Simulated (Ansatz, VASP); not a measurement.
# Two plane-wave programs on GaP3

Contents of INCAR:

```
SYSTEM = GaP3
  PREC = Accurate
  ENCUT = 520
  EDIFF = 1E-6
  ISMEAR = 0
  SIGMA = 0.1
  LREAL = .False.
  LASPH = .True.
  NELM = 60
  ALGO = Normal
  ISIF = 2
  LWAVE = .False.
  LCHARG = .True.
  GGA = PE
  LELF = .True.
  LVHAR = .True.
  NBANDS = 22
```

File KPOINTS:

```
regular mesh
0
Gamma
  4 4 4
  0 0 0
```

The input POSCAR:

```
GaP3
1.0
    4.0756470366      0.0000000000      0.0000000000
    0.0000000000      4.0756470366      0.0000000000
    0.0000000000      0.0000000000      4.0756470366
Ga P
1 3
Direct
    0.0000000000      0.0000000000      0.0000000000
    0.0000000000      0.5000000000      0.5000000000
    0.5000000000      0.0000000000      0.5000000000
    0.5000000000      0.5000000000      0.0000000000
```

Input for Ansatz:

```yaml
crystal:
  lattice:
    - [4.0756470366, 0.0, 0.0]
    - [0.0, 4.0756470366, 0.0]
    - [0.0, 0.0, 4.0756470366]
  atoms:
    - { symbol: Ga, position: [0.0, 0.0, 0.0] }
    - { symbol: P, position: [0.0, 0.5, 0.5] }
    - { symbol: P, position: [0.5, 0.0, 0.5] }
    - { symbol: P, position: [0.5, 0.5, 0.0] }
basis:
  ecutwfc: 420
kpoints:
  mp_grid: { grid: [4, 4, 4] }
hamiltonian:
  xc: pbe
scf:
  occupations: { method: gaussian, width: 0.1 }
  lower_state_search: "off"
output:
  forces: true
  stress: true
  eigenvalues: true
```

Alike in both runs: task single point; functional PBE; k mesh 4 × 4 × 4; occupations gaussian, width 0.1 eV; no spin polarisation.

|  | VASP | Ansatz |
| --- | --- | --- |
| version | VASP 6.6.1 | Ansatz 0.2.0 |
| potentials or method | VASP PAW PBE potentials, release 64 (Ga_d, P), cutoff 520 eV | scalar-relativistic, plane waves, PAW |
| valence electrons in the cell | 28 | 28 |

|  | VASP | Ansatz | Ansatz less VASP |
| --- | --- | --- | --- |
| gap on the k mesh at the Fermi level (eV) | none | none | - |
| pressure (GPa) | -2.9 | -2.9 | +0.04 |

A gap of «none» marks a metal or a gap that the smearing closes.

The k mesh is coarse, so the values compare programs but aren't converged.
